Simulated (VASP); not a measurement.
Set up this calculation in VASP 6.6.1, as the native input.

```
Task                   : single point
Functional             : PBEsol
Dispersion             : D3(BJ)
Potentials or basis    : VASP PAW PBE potentials, release 64 (Ga_d, Sb)
Cutoff                 : 520 eV
k mesh                 : 10 × 10 × 10
Occupations            : gaussian, width 0.1 eV
Spin                   : no spin polarisation
Dipole correction      : no
Further INCAR settings : ALGO = Normal; EDIFF = 1e-06; NBANDS = 22
```

The structure of GaSb3 lies in POSCAR:

```
GaSb3
1.0
    0.0000000000      3.5855047185      3.5855047185
    3.5855047185      0.0000000000      3.5855047185
    3.5855047185      3.5855047185      0.0000000000
Ga Sb
1 3
Direct
    0.0000000000      0.0000000000      0.0000000000
    0.2500000000      0.2500000000      0.2500000000
    0.7500000000      0.7500000000      0.7500000000
    0.5000000000      0.5000000000      0.5000000000
```

One way to write it, as run:

INCAR

```
PREC = Accurate ; ENCUT = 520
EDIFF = 1E-6 ; ISMEAR = 0
SIGMA = 0.1 ; LREAL = False
LASPH = True ; NELM = 100
ALGO = Normal ; ISIF = 2
LWAVE = False ; LCHARG = True
GGA = PS ; IVDW = 12
LELF = True ; LVHAR = True
NBANDS = 22
```

KPOINTS

```
Automatic mesh
0
Gamma
  10 10 10
```

Potentials or basis: VASP PAW PBE potentials, release 64 (Ga_d, Sb).

The run is started by

```bash
$ cat potpaw_PBE.64/Ga_d/POTCAR potpaw_PBE.64/Sb/POTCAR > POTCAR
$ mpirun -np 1 vasp_std > vasp.out
```

It gave:

* Pressure: 0.1 GPa
* Band gap on the k mesh: zero (band 14 reaches 10.33 eV, above the bottom of band 15 at 6.16 eV)
* Dispersion energy per atom: -0.493 eV

Caveat: the PAW data sets were made with another functional, which shifts forces and pressure a little; spin-orbit coupling is left out, which moves the levels of the heavy elements; pairwise dispersion overbinds metals, which lowers pressure and volume.

It took 50 s on 1 thread of Intel(R) Xeon(R) Platinum 8559C (Emerald Rapids), on a shared host, peak memory 0.29 GiB.
